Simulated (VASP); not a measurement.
Set up this calculation in VASP 6.6.1, as the native input.

- Task: single point
- Functional: PBE
- Potentials or basis: VASP PAW PBE potentials, release 64 (Sc_sv, Cd_sv_GW, F)
- Cutoff: 700 eV
- k mesh: 6 × 6 × 2
- Occupations: gaussian, width 0.1 eV
- Spin: no spin polarisation
- Dipole correction: no
- Further INCAR settings: ALGO = Normal; EDIFF = 1e-06; NBANDS = 34

The structure of ScCdF3 lies in POSCAR:

```
ScCdF3
1.0
    4.4182566446      0.0000000000      0.0000000000
   -2.2091283223      3.8263224947      0.0000000000
    0.0000000000      0.0000000000      6.5212714201
Sc Cd F
1 1 3
Direct
    0.0000000000      0.0000000000      0.0000000000
    0.0000000000      0.0000000000      0.5000000000
    0.5000000000      0.0000000000      0.0000000000
    0.0000000000      0.5000000000      0.0000000000
    0.5000000000      0.5000000000      0.0000000000
```

The cell was generated, and may not be a known phase.

These files were run (other wordings do the same):

INCAR

```
SYSTEM = ScCdF3
PREC = Accurate
ENCUT = 700
EDIFF = 1E-6
ISMEAR = 0
SIGMA = 0.1
LREAL = .False.
LASPH = .True.
NELM = 120
ALGO = Normal
ISIF = 2
LWAVE = .False.
LCHARG = .True.
GGA = PE
LELF = .True.
LVHAR = .True.
NBANDS = 34
GGA_COMPAT = .False.
```

KPOINTS

```
Automatic mesh
0
Gamma
  6 6 2
  0 0 0
```

Potentials or basis: VASP PAW PBE potentials, release 64 (Sc_sv, Cd_sv_GW, F).

Command:

```console
$ cat potpaw_PBE.64/Sc_sv/POTCAR potpaw_PBE.64/Cd_sv_GW/POTCAR potpaw_PBE.64/F/POTCAR > POTCAR
$ mpirun -np 1 vasp_std > vasp.out
```

It gave:

```
Pressure               : 0.3 GPa
Band gap on the k mesh : zero (bands 26 and 27 overlap by 0.04 eV)
```

Caveat: the k points lie up to 0.48 Å⁻¹ apart.

It took 97 s on 1 thread of Intel(R) Xeon(R) 6975P-C (Granite Rapids), with other jobs on the host, peak memory 0.34 GiB.
